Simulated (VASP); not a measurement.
# Si (Fmmm) in VASP: notebook, part 2 of 2

VASP 6.6.1. The steps go on from the part before.

**3. Single point, PBE**

This run uses another cell than the first one, of 16.99 Å³/atom.

The input, INCAR:

```
ALGO     = Normal         # electronic algorithm
EDIFF    = 1E-7           # SCF threshold, eV
ENCUT    = 520            # plane-wave cutoff, eV
GGA      = PE             # functional
ISIF     = 2              # what is computed and relaxed
ISMEAR   = 0              # smearing method
LASPH    = True           # aspherical terms in the spheres
LCHARG   = False          # write CHGCAR
LREAL    = False          # projectors in reciprocal space
LWAVE    = False          # write WAVECAR
NBANDS   = 16             # bands
NELM     = 100            # most SCF steps
PREC     = Accurate       # precision mode
SIGMA    = 0.05           # smearing width, eV
```

The input, KPOINTS:

```
k-points
0
Gamma
  10 10 10
```

The input, POSCAR:

```
Si
1.0
   -3.0863005176      3.0863005176      1.9304179815
    3.0863005176     -3.0863005176      1.9304179815
    2.8521096924      2.8521096924     -1.9304179815
Si
4
Direct
    0.1786105079      0.1786105079      0.3572210158
    0.8213894921      0.8213894921      0.6427789842
    0.1786105079      0.8213894921      0.0000000000
    0.8213894921      0.1786105079      0.0000000000
```

Potentials or basis: VASP PAW PBE potentials, release 64 (Si).

Started as:

```bash
$ cat potpaw_PBE.64/Si/POTCAR > POTCAR
$ mpirun -np 1 vasp_std > vasp.out
```

OUTCAR:

```text
EDIFF = 1E-7
   ENCUT = 520
   GGA = PE
   ISIF = 2
   ISMEAR = 0
   LASPH = True
   LREAL = False
   NELM = 100
   PREC = Accurate

 ion  position               nearest neighbor table
   1  0.179  0.179  0.357-   3 2.12   4 2.12   2 2.25   2 2.25   2 2.88
   2  0.821  0.821  0.643-   3 2.12   4 2.12   1 2.25   1 2.25   1 2.88
   3  0.179  0.821  0.000-   1 2.12   2 2.12   4 2.30   4 2.30   4 3.12
   4  0.821  0.179  0.000-   1 2.12   2 2.12   3 2.30   3 2.30   3 3.12

[... 655 lines left out ...]

  FORCE on cell =-STRESS in cart. coord.  units (eV):
  Direction    XX          YY          ZZ          XY          YZ          ZX
  --------------------------------------------------------------------------------------
  -------------------------------------------------------------------------------------
  Total       17.8617994     17.8617994      5.0360804     -0.9666749      0.0000000      0.0000000
  in kB      421.0367527    421.0367527    118.7100416    -22.7863754      0.0000000      0.0000000
  external PRESSURE =     320.2611823 kB  Pullay stress =       0.0000000 kB

 VOLUME and BASIS-vectors are now :
 -----------------------------------------------------------------------------
  energy-cutoff  :      520.00
  volume of cell :       67.97
      direct lattice vectors                 reciprocal lattice vectors
    -3.086300518  3.086300518  1.930417981     0.006651283  0.168657542  0.259011263
     3.086300518 -3.086300518  1.930417981     0.168657542  0.006651283  0.259011263
     2.852109692  2.852109692 -1.930417981     0.175308825  0.175308825  0.000000000

 POSITION                                       TOTAL-FORCE (eV/Angst)
 -----------------------------------------------------------------------------------
      1.01883      1.01883     -0.00000         2.060030      2.060030     -0.000000
      1.83328      1.83328      1.93042        -2.060030     -2.060030      0.000000
      1.98381     -1.98381      1.93042        -2.912903      2.912903      0.000000
     -1.98381      1.98381      1.93042         2.912903     -2.912903     -0.000000
 -----------------------------------------------------------------------------------
    total drift:                               -0.000000     -0.000000      0.000000

  FREE ENERGIE OF THE ION-ELECTRON SYSTEM (eV)
  ---------------------------------------------------
  free  energy   TOTEN  =       -19.3046323576 eV

  energy  without entropy=      -19.3037321966  energy(sigma->0) =      -19.30418228
```

Wall time 84 s (1 thread of Intel Xeon 6975P-C (Granite Rapids), shared host); peak memory 0.28 GiB.

Results:

```yaml
Free_energy: -19.3046 eV
Pressure: 32.0 GPa
Largest_force: 4.119 eV/Å
Band_gap_on_the_k_mesh: zero (bands 8 and 9 overlap by 0.50 eV)
```

Forces on the atoms (eV/Å):
```
Si   2.060  2.060  0.000
Si  -2.060 -2.060  0.000
Si  -2.913  2.913  0.000
Si   2.913 -2.913  0.000
```

Levels at points of the mesh, in eV from the Fermi level:
| k point | band 4 | band 5 | band 6 | band 7 | band 8 | band 9 | band 10 | band 11 | band 12 | band 13 |
| --- | --- | --- | --- | --- | --- | --- | --- | --- | --- | --- |
| (0.00, 0.00, 0.00) | -5.32 | -4.57 | -2.21 | -1.81 | -0.74 | 0.25 | 1.65 | 1.86 | 3.10 | 3.36 |
| (0.50, 0.00, 0.00) | -6.07 | -5.10 | -4.07 | -2.78 | -0.91 | 0.93 | 2.99 | 3.62 | 4.33 | 5.77 |
| (0.50, 0.50, 0.00) | -4.58 | -2.73 | -2.69 | -2.45 | -1.42 | 1.25 | 1.33 | 2.13 | 4.10 | 4.32 |
| (0.00, 0.00, 0.50) | -5.38 | -3.36 | -3.26 | -2.22 | -1.48 | 0.72 | 1.29 | 3.06 | 4.64 | 5.71 |
| (0.50, 0.50, 0.50) | -6.04 | -4.32 | -0.90 | -0.06 | 0.00 | 1.14 | 3.80 | 4.18 | 4.70 | 4.79 |

Caveat: the cell stands under pressure; semilocal functionals underestimate gaps, so a narrow gap can read as zero; forces of over 1 eV/Å act on the atoms, so gaps and moduli don't describe the material at rest.

**4. Single point, PBE**

This run uses another cell than the first one, of 16.96 Å³/atom.

The input, INCAR:

```
  ALGO = Normal
  EDIFF = 1E-6
  ENCUT = 520
  GGA = PE
  ISIF = 2
  ISMEAR = 0
  LASPH = T
  LCHARG = F
  LREAL = F
  LWAVE = F
  NBANDS = 16
  NELM = 100
  PREC = Accurate
  SIGMA = 0.05
```

KPOINTS is that of step 3.

The input, POSCAR:

```
Si
1.0
   -3.1448482239      3.1448482239      1.9304179815
    3.1448482239     -3.1448482239      1.9304179815
    2.7935619861      2.7935619861     -1.9304179815
Si
4
Direct
    0.1786105079      0.1786105079      0.3572210158
    0.8213894921      0.8213894921      0.6427789842
    0.1786105079      0.8213894921      0.0000000000
    0.8213894921      0.1786105079      0.0000000000
```

Started as:

```bash
$ cat potpaw_PBE.64/Si/POTCAR > POTCAR
$ mpirun -np 1 vasp_std > vasp.out
```

Wall time 69 s (1 thread of Intel Xeon 6975P-C (Granite Rapids), shared host); peak memory 0.28 GiB.

It converged, with:

| Property | Result |
| --- | --- |
| Free energy | -19.3108 eV |
| Pressure | 31.5 GPa |
| Largest force | 4.336 eV/Å |
| Band gap on the k mesh | zero (bands 8 and 9 overlap by 0.68 eV) |

Forces on the atoms (eV/Å):
```
Si   1.869  1.869  0.000
Si  -1.869 -1.869  0.000
Si  -3.066  3.066  0.000
Si   3.066 -3.066  0.000
```

Stress tensor (GPa, compression positive):
```
40.92 -2.49  0.00
-2.49 40.92  0.00
 0.00  0.00 12.79
```

Levels at points of the mesh, in eV from the Fermi level:
```
           k point  band 5  band 6  band 7  band 8  band 9  band 10  band 11  band 12
(0.00, 0.00, 0.00)   -4.58   -2.34   -1.77   -0.75    0.19     1.57     1.86     3.08
(0.50, 0.00, 0.00)   -5.15   -4.09   -2.81   -1.04    0.91     2.63     3.67     4.59
(0.50, 0.50, 0.00)   -2.67   -2.56   -2.54   -1.57    1.20     1.42     2.01     3.80
(0.00, 0.00, 0.50)   -3.55   -3.45   -2.24   -1.62    0.52     1.24     3.36     4.72
(0.50, 0.50, 0.50)   -4.40   -0.98   -0.42   -0.07    1.36     3.52     3.94     4.57
```

Caveat: the cell stands under pressure; semilocal functionals underestimate gaps, so a narrow gap can read as zero; forces of over 1 eV/Å act on the atoms, so gaps and moduli don't describe the material at rest.

**5. Overview**

```csv
cell,gap on the mesh (eV),pressure (GPa),largest force (eV/Å)
"a = 4.924, b = 4.924, c = 4.323 Å, angles 100.1, 100.1, 133.8°, 4 atoms",none,31.0,4.50
"a = 4.773, b = 4.773, c = 4.472 Å, angles 100.1, 100.1, 132.3°, 4 atoms",none,32.0,4.12
"a = 4.848, b = 4.848, c = 4.397 Å, angles 100.1, 100.1, 133.1°, 4 atoms",none,31.5,4.34
```

Alike in all rows: task single point; level PBE; potentials or basis VASP PAW PBE potentials, release 64 (Si); no spin polarisation; k mesh 10 × 10 × 10; cutoff (eV) 520; smearing gaussian 0.05 eV.

Caveats: the cell stands under pressure; forces of over 1 eV/Å act on the atoms, so gaps and moduli don't describe the material at rest; semilocal functionals underestimate gaps, so a narrow gap can read as zero (at least some runs).

Total energies depend on the potentials used, so only differences within one code and one set of settings carry meaning.
